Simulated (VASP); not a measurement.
The system is NaCl.

```
Cl Na
1.0
     0.00000    2.79406    2.79406
     2.79406    0.00000    2.79406
     2.79406    2.79406    0.00000
Cl Na
1 1
Direct
  0.50000 0.50000 0.50000
  0.00000 0.00000 0.00000
```

- Program: VASP 6.6.1
- Task: relaxation of cell and atoms
- Functional: PBEsol
- Dispersion: D3(BJ)
- Potentials or basis: VASP PAW PBE potentials, release 64 (Cl, Na_pv)
- Cutoff: 600 eV
- k mesh: 8 × 8 × 8
- Occupations: fermi-dirac, width 0.05 eV
- Spin: no spin polarisation

At the start: pressure -1.2 GPa; volume 21.81 Å³/atom.

Problem. How do energy, volume and symmetry change on relaxing?

Solution. Over 4 steps the energy falls by 4.0 meV/atom and the volume is 20.83 Å³/atom (-4.5 %); space group Fm-3m (No. 225, to 0.1 Å) before and after.

The path:
```
step  energy change (eV)  largest force (eV/Å)  pressure (GPa)  volume (Å³)
   1              0.0000                0.0000           -1.24        43.63
   2             -0.0062                0.0000           -0.59        42.57
   3             -0.0079                0.0000           -0.17        41.93
   4             -0.0080                0.0000            0.00        41.67
```

Final structure:
```
Cl Na
1.0
     0.00000    2.75167    2.75167
     2.75167    0.00000    2.75167
     2.75167    2.75167    0.00000
Cl Na
1 1
Cartesian
  2.7517 2.7517 2.7517
  0.0000 2.7517 2.7517
```

Caveat: the PAW data sets were made with another functional, which shifts forces and pressure a little.
